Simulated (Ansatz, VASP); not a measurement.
# Two plane-wave programs on Nb2SiO

```xyz
8
Lattice="4.2216 0.0008 -0.0006 0.0008 4.2213 0.0018 -0.0006 0.0017 6.6893" Properties=species:S:1:pos:R:3 pbc="T T T"
Nb    0.0003    2.1110    1.6734
Nb   -0.0002    2.1121    5.0173
Nb    2.1107    0.0010    1.6725
Nb    2.1104    0.0016    5.0165
Si    2.1109    2.1118    3.3452
Si    2.1112    2.1110    0.0006
O     0.0006    4.2216    1.6734
O     0.0004    4.2228    5.0195
```

Change from the starting cell: cell x2, atoms moved at random (sigma 0.15 Å) and cell strained at random (1.5 %), then relaxed without symmetry.

Alike in both runs: functional PBE; k mesh 6 × 6 × 4; occupations gaussian, width 0.2 eV; no spin polarisation.

Ansatz relaxed the structure, and its values are those at the end. VASP's run is a single point on that final structure, the one shown.

```csv
,VASP,Ansatz
version,VASP 6.6.1,Ansatz 0.2.0
potentials or method,"VASP PAW PBE potentials, release 64 (Nb_sv, Si, O), cutoff 520 eV","scalar-relativistic, plane waves, PAW"
valence electrons in the cell,72,72
```

|  | VASP | Ansatz | Ansatz less VASP |
| --- | --- | --- | --- |
| gap on the k mesh at the Fermi level (eV) | none | none | - |
| pressure (GPa) | -0.2 | 0.1 | +0.32 |

A gap of «none» marks a metal or a gap that the smearing closes.
